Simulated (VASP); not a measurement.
# Co2O (Pnnm) in VASP: single point with PBE

Aim: the single point of Co2O with PBE.

Everything below comes from runs of VASP 6.6.1. Logs are shortened: lines on timing, memory, paths and dates and some standing lists are left out, and cuts for length are marked.

**1. The cell of the first run**

The structure is orthorhombic, space group Pnnm (No. 58). Conventional cell: a = 3.785 Å, b = 4.619 Å, c = 2.884 Å, α = 90.00°, β = 90.00°, γ = 90.00°. Co (site symmetry m) has 1 Co at 1.89 Å and 3 O at 1.91 to 1.92 Å within 2.5 Å. Within 2.5 Å of O (site symmetry 2/m) lie 6 Co at 1.91 to 1.92 Å.

**2. Single point, PBE, collinear spin, ferromagnetic start**

Input file INCAR:

```
  PREC = Accurate
  ENCUT = 600
  EDIFF = 1E-6
  ISMEAR = 0
  SIGMA = 0.1
  LREAL = False
  LASPH = True
  NELM = 200
  ALGO = Normal
  ISIF = 2
  LWAVE = False
  LCHARG = True
  ISPIN = 2
  MAGMOM = 3 3 3 3 0 0
  LORBIT = 11
  LMAXMIX = 4
  GGA = PE
  LELF = True
  LVHAR = True
  NBANDS = 37
  GGA_COMPAT = False
```

Input file KPOINTS:

```
regular mesh
0
Gamma
  6 4 6
```

Input file POSCAR:

```
Co2O
1.0
    3.7845757809      0.0000000000      0.0000000000
    0.0000000000      4.6190455342      0.0000000000
    0.0000000000      0.0000000000      2.8835187474
Co O
4 2
Direct
    0.2004000000      0.3787000000      0.0000000000
    0.7996000000      0.6213000000      0.0000000000
    0.7004000000      0.1213000000      0.5000000000
    0.2996000000      0.8787000000      0.5000000000
    0.0000000000      0.0000000000      0.0000000000
    0.5000000000      0.5000000000      0.5000000000
```

Potentials or basis: VASP PAW PBE potentials, release 64 (Co, O).

Launch:

```bash
cat potpaw_PBE.64/Co/POTCAR potpaw_PBE.64/O/POTCAR > POTCAR
mpirun -np 1 vasp_std > vasp.out
```

OUTCAR:

```text
PREC = Accurate
   ENCUT = 600
   EDIFF = 1E-6
   ISMEAR = 0
   LREAL = False
   LASPH = True
   NELM = 200
   ISIF = 2
   ISPIN = 2
   LORBIT = 11
   GGA = PE

 ion  position               nearest neighbor table
   1  0.200  0.379  0.000-   2 1.89   5 1.91   6 1.92   6 1.92   2 2.53   3 2.66   3 2.66   3 2.66
                             3 2.66   4 2.75   4 2.75   4 2.75   4 2.75
   2  0.800  0.621  0.000-   1 1.89   5 1.91   6 1.92   6 1.92   1 2.53   4 2.66   4 2.66   4 2.66
                             4 2.66   3 2.75   3 2.75   3 2.75   3 2.75
   3  0.700  0.121  0.500-   4 1.89   6 1.91   5 1.92   5 1.92   4 2.53   1 2.66   1 2.66   1 2.66
                             1 2.66   2 2.75   2 2.75   2 2.75   2 2.75
   4  0.300  0.879  0.500-   3 1.89   6 1.91   5 1.92   5 1.92   3 2.53   2 2.66   2 2.66   2 2.66
                             2 2.66   1 2.75   1 2.75   1 2.75   1 2.75
   5  0.000  0.000  0.000-   1 1.91   2 1.91   3 1.92   4 1.92   3 1.92   4 1.92
   6  0.500  0.500  0.500-   3 1.91   4 1.91   1 1.92   2 1.92   1 1.92   2 1.92

  LATTYP: Found a simple orthorhombic cell.
 ALAT       =     2.8835187474
 B/A-ratio  =     1.3124852350
 C/A-ratio  =     1.6018781006

  Lattice vectors:

 A1 = (   0.0000000000,   0.0000000000,   2.8835187474)
 A2 = (   3.7845757809,   0.0000000000,   0.0000000000)
 A3 = (   0.0000000000,   4.6190455342,   0.0000000000)

Analysis of symmetry for initial positions (statically):
=====================================================================
 Subroutine PRICEL returns:
 Original cell was already a primitive cell.

 Routine SETGRP: Setting up the symmetry group for a
 simple orthorhombic supercell.

 Subroutine GETGRP returns: Found  8 space group operations
 (whereof  4 operations were pure point group operations)
 out of a pool of  8 trial point group operations.

The static configuration has the point symmetry C_2h.
 The point group associated with its full space group is D_2h.

Analysis of symmetry for dynamics (positions and initial velocities):
=====================================================================
 Subroutine PRICEL returns:
 Original cell was already a primitive cell.

 Routine SETGRP: Setting up the symmetry group for a
 simple orthorhombic supercell.

 Subroutine GETGRP returns: Found  8 space group operations
 (whereof  4 operations were pure point group operations)
 out of a pool of  8 trial point group operations.

The dynamic configuration has the point symmetry C_2h.
 The point group associated with its full space group is D_2h.

Analysis of structural, dynamic, and magnetic symmetry:
=====================================================================
 Subroutine PRICEL returns:
 Original cell was already a primitive cell.

 Routine SETGRP: Setting up the symmetry group for a
 simple orthorhombic supercell.

 Subroutine GETGRP returns: Found  8 space group operations
 (whereof  4 operations were pure point group operations)
 out of a pool of  8 trial point group operations.

The overall configuration has the point symmetry C_2h.
 The point group associated with its full space group is D_2h.

 Subroutine INISYM returns: Found  8 space group operations
 (whereof  4 operations are pure point group operations),
 and found     1 'primitive' translations

----------------------------------------------------------------------------------------

                                     Primitive cell

  volume of cell :      50.4072

  direct lattice vectors                    reciprocal lattice vectors
     3.784575781  0.000000000  0.000000000     0.264230407  0.000000000  0.000000000
     0.000000000  4.619045534  0.000000000     0.000000000  0.216494943  0.000000000
     0.000000000  0.000000000  2.883518747     0.000000000  0.000000000  0.346798508

  length of vectors
     3.784575781  4.619045534  2.883518747     0.264230407  0.216494943  0.346798508

  position of ions in fractional coordinates (direct lattice)
     0.200400000  0.378700000  0.000000000
     0.799600000  0.621300000  0.000000000
     0.700400000  0.121300000  0.500000000
     0.299600000  0.878700000  0.500000000
     0.000000000  0.000000000  0.000000000
     0.500000000  0.500000000  0.500000000

  ion indices of the primitive-cell ions
   primitive index   ion index
                 1           1
                 2           2
                 3           3
                 4           4
                 5           5
                 6           6

----------------------------------------------------------------------------------------

 KPOINTS: regular mesh

Automatic generation of k-mesh.
 Grid dimensions read from file:
 generate k-points for:    6    4    6

 Generating k-lattice:

  Cartesian coordinates                     Fractional coordinates (reciprocal lattice)
     0.044038401  0.000000000  0.000000000     0.166666667  0.000000000  0.000000000
     0.000000000  0.054123736  0.000000000     0.000000000  0.250000000  0.000000000
     0.000000000  0.000000000  0.057799751     0.000000000  0.000000000  0.166666667

  Length of vectors
     0.044038401  0.054123736  0.057799751

  Shift w.r.t. Gamma in fractional coordinates (k-lattice)
     0.000000000  0.000000000  0.000000000

 Subroutine IBZKPT returns following result:
 ===========================================

 Found     48 irreducible k-points:

 Following reciprocal coordinates:
            Coordinates               Weight
  0.000000  0.000000  0.000000      1.000000
  0.166667  0.000000  0.000000      2.000000
  0.333333  0.000000  0.000000      2.000000
  0.500000  0.000000  0.000000      1.000000
  0.000000  0.250000  0.000000      2.000000
  0.166667  0.250000  0.000000      4.000000
[... 16 lines left out ...]
  0.333333  0.500000  0.166667      4.000000
  0.500000  0.500000  0.166667      2.000000
 [... further k-points ...]
   k-points           NKPTS =     48   k-points in BZ     NKDIM =     48   number of bands    NBANDS=     37
   number of dos      NEDOS =    301   number of ions     NIONS =      6
   total plane-waves  NPLWV =  28800
   dimension x,y,z NGX =    30 NGY =   40 NGZ =   24
   dimension x,y,z NGXF=    60 NGYF=   80 NGZF=   48
   ions per type =               4   2
   NGX,Y,Z   is equivalent  to a cutoff of  13.18, 14.40, 13.84 a.u.
   NGXF,Y,Z  is equivalent  to a cutoff of  26.36, 28.79, 27.67 a.u.
 SYSTEM =  unknown system
   PREC   = accura    normal or accurate (medium, high low for compatibility)
   ISTART =      0    job   : 0-new  1-cont  2-samecut
   ICHARG =      2    charge: 1-file 2-atom 10-const
   ISPIN  =      2    spin polarized calculation?
   LNONCOLLINEAR =      F non collinear calculations
   LSORBIT =      F    spin-orbit coupling
   LASPH  =      T    aspherical Exc in radial PAW
   ENCUT  =  600.0 eV  44.10 Ry    6.64 a.u.   7.56  9.23  5.76*2*pi/ulx,y,z
   NELM   =    200;   NELMIN=  2; NELMDL= -5     # of ELM steps
   EDIFF  = 0.1E-05   stopping-criterion for ELM
   LREAL  =      F    real-space projection
   EDIFFG = 0.1E-04   stopping-criterion for IOM
   NSW    =      0    number of steps for IOM
   IBRION =     -1    ionic relax: 0-MD 1-quasi-New 2-CG
   NFREE  =      0    steps in history (QN), initial steepest desc. (CG)
   ISIF   =      2    stress and relaxation
   ISYM   =      2    0-nonsym 1-usesym 2-fastsym
   POTIM  = 0.5000    time-step for ionic-motion
   TEBEG  =    0.0;   TEEND  =   0.0 temperature during run
   PSTRESS=    0.0 pullay stress
   NELECT =      48.0000    total number of electrons
   NUPDOWN=      -1.0000    fix difference up-down
   EMIN   =  10.00;   EMAX   =-10.00  energy-range for DOS
   EFERMI =   0.00;   METHOD = LEGACY
   ISMEAR =     0;   SIGMA  =   0.10  broadening in eV -4-tet -1-fermi 0-gaus
   EFERMI_NEDOS =   21; number of points for ismear=-14 and -15
   IALGO  =     38    algorithm
   IMIX   =      4    mixing-type and parameters
     AMIX     =   0.40;   BMIX     =  1.00
     AMIX_MAG =   1.60;   BMIX_MAG =  1.00
  volume/ion in A,a.u.               =       8.40        56.69
  Fermi-wavevector in a.u.,A,eV,Ry     =   1.610613  3.043617 35.294517  2.594074
  Thomas-Fermi vector in A             =   2.706135
   LORBIT       =     11    0 simple, 1 ext, 2 COOP (PROOUT), +10 PAW based schemes
   GGA     = PE    functional components
   LHFCALC =     F    Hartree Fock is set to
   AEXX    =    0.0000 exact exchange contribution
   IVDW    =     0    specifies the selected vdW correction
   LEPSILON=     F    determine dielectric tensor
   LRPA    =     F    only Hartree local field effects (RPA)
 spin polarized calculation
 Gauss-broadening in eV      SIGMA  =   0.10
  energy-cutoff  :      600.00
  volume of cell :       50.41
 maximum number of plane-waves:      1702
   NGX = 15   NGY = 19   NGZ = 11

 number of electron      48.0000000 magnetization      12.0000000

 number of electron      48.0000001 magnetization       7.8838636

 Free energy of the ion-electron system (eV)
  ---------------------------------------------------
  ext. energy  EPLUGINS =         0.00000000
  ---------------------------------------------------
  free energy    TOTEN  =       -34.44522651 eV

  energy without entropy =      -34.41176275  energy(sigma->0) =      -34.42849463

 E-fermi :  12.2473     XC(G=0): -13.7969

 val. band max:       12.2470435457   @ k =   0.1667   0.2500   0.3333
 cond. band min:      12.2492818756   @ k =   0.3333   0.2500   0.0000
 fundamental gap:      0.0022383300
 Fermi energy:        12.2473342533

 spin component 1

 k-point     1 :       0.0000    0.0000    0.0000
  band No.  band energies     occupation
      1     -10.4572      1.00000
      2      -9.6582      1.00000
      3       2.7434      1.00000
      4       2.8224      1.00000
      5       3.7247      1.00000
      6       3.7963      1.00000
[... 28 lines left out ...]
     35      24.1758      0.00000
     36      24.9972      0.00000

 k-point     2 :       0.1667    0.0000    0.0000
  band No.  band energies     occupation
      1     -10.3854      1.00000
      2      -9.6906      1.00000
      3       2.7297      1.00000
      4       2.7666      1.00000
      5       3.6888      1.00000
      6       3.7520      1.00000
[... 850 lines left out ...]
 k-point    24 :       0.5000    0.5000    0.1667
  band No.  band energies     occupation
      1      -9.8619      1.00000
      2      -9.8619      1.00000
      3       2.2674      1.00000
      4       2.2674      1.00000
      5       3.6225      1.00000
      6       3.6225      1.00000
[... 28 lines left out ...]
     35      24.4718      0.00000
     36      24.4718      0.00000

 [... further k-points ...]

 spin component 2

 k-point     1 :       0.0000    0.0000    0.0000
  band No.  band energies     occupation
      1     -10.0490      1.00000
      2      -9.2096      1.00000
      3       3.1303      1.00000
      4       3.4151      1.00000
      5       4.4192      1.00000
      6       4.5143      1.00000
[... 28 lines left out ...]
     35      24.6481      0.00000
     36      25.4240      0.00000

 k-point     2 :       0.1667    0.0000    0.0000
  band No.  band energies     occupation
      1      -9.9735      1.00000
      2      -9.2433      1.00000
      3       3.1870      1.00000
      4       3.2743      1.00000
      5       4.3132      1.00000
      6       4.3958      1.00000
[... 850 lines left out ...]
 k-point    24 :       0.5000    0.5000    0.1667
  band No.  band energies     occupation
      1      -9.4221      1.00000
      2      -9.4221      1.00000
      3       2.6415      1.00000
      4       2.6415      1.00000
      5       4.2669      1.00000
      6       4.2669      1.00000
[... 28 lines left out ...]
     35      25.0020      0.00000
     36      25.0020      0.00000

 [... further k-points ...]

 [bands above 36 left out]

------------------------ aborting loop because EDIFF is reached ----------------------------------------

  FORCE on cell =-STRESS in cart. coord.  units (eV):
  Direction    XX          YY          ZZ          XY          YZ          ZX
  --------------------------------------------------------------------------------------
  -------------------------------------------------------------------------------------
  Total       31.7206174     23.6369298     15.6369654      0.0000000      0.0000000      0.0000000
  in kB     1008.2308579    751.2931338    497.0165255      0.0000000      0.0000000      0.0000000
  external PRESSURE =     752.1801724 kB  Pullay stress =       0.0000000 kB

 VOLUME and BASIS-vectors are now :
 -----------------------------------------------------------------------------
  energy-cutoff  :      600.00
  volume of cell :       50.41
      direct lattice vectors                 reciprocal lattice vectors
     3.784575781  0.000000000  0.000000000     0.264230407  0.000000000  0.000000000
     0.000000000  4.619045534  0.000000000     0.000000000  0.216494943  0.000000000
     0.000000000  0.000000000  2.883518747     0.000000000  0.000000000  0.346798508

 POSITION                                       TOTAL-FORCE (eV/Angst)
 -----------------------------------------------------------------------------------
      0.75843      1.74923      0.00000         3.802777     -3.414351      0.000000
      3.02615      2.86981      0.00000        -3.802777      3.414351     -0.000000
      2.65072      0.56029      1.44176         3.802777      3.414351      0.000000
      1.13386      4.05876      1.44176        -3.802777     -3.414351      0.000000
      0.00000      0.00000      0.00000        -0.000000     -0.000000      0.000000
      1.89229      2.30952      1.44176        -0.000000     -0.000000      0.000000
 -----------------------------------------------------------------------------------
    total drift:                               -0.000000      0.000000     -0.000000

  FREE ENERGIE OF THE ION-ELECTRON SYSTEM (eV)
  ---------------------------------------------------
  free  energy   TOTEN  =       -34.4452265055 eV

  energy  without entropy=      -34.4117627534  energy(sigma->0) =      -34.42849463

 total charge

# of ion       s       p       d       tot
------------------------------------------
    1        0.451   0.609   7.564   8.624
    2        0.451   0.609   7.564   8.624
    3        0.451   0.609   7.564   8.624
    4        0.451   0.609   7.564   8.624
    5        1.568   3.520   0.000   5.088
    6        1.568   3.520   0.000   5.088
--------------------------------------------------
tot          4.939   9.476  30.257  44.673

 magnetization (x)

# of ion       s       p       d       tot
------------------------------------------
    1       -0.000  -0.005   1.832   1.828
    2       -0.000  -0.005   1.832   1.828
    3       -0.000  -0.005   1.832   1.828
    4       -0.000  -0.005   1.832   1.828
    5        0.029   0.210   0.000   0.240
    6        0.029   0.210   0.000   0.240
--------------------------------------------------
tot          0.058   0.402   7.330   7.790
```

It took 4.8 min on 1 thread of AMD EPYC 7R13, shared host; peak memory 0.27 GiB.

Results:

| Quantity | Value |
| --- | --- |
| Free energy | -34.4452 eV |
| Pressure | 75.2 GPa |
| Largest force | 5.111 eV/Å |
| Net moment | 7.88 μB per cell |
| Site moments | Co +1.83; O +0.24 μB |
| Valence electrons inside the program's atomic spheres | Co 8.62; O 5.09 |

Forces in eV/Å, atoms in the order of the input:
```
Co   3.803 -3.414  0.000
Co  -3.803  3.414  0.000
Co   3.803  3.414  0.000
Co  -3.803 -3.414  0.000
O    0.000  0.000  0.000
O    0.000  0.000  0.000
```

Stress tensor (GPa, compression positive):
```
100.82   0.00   0.00
  0.00  75.13   0.00
  0.00   0.00  49.70
```

Caveat: the k points lie up to 0.36 Å⁻¹ apart; forces of over 1 eV/Å act on the atoms, so gaps and moduli don't describe the material at rest. With open d or f shells a metallic result of PBE can be an artefact of self-interaction; +U or a hybrid may open a gap.
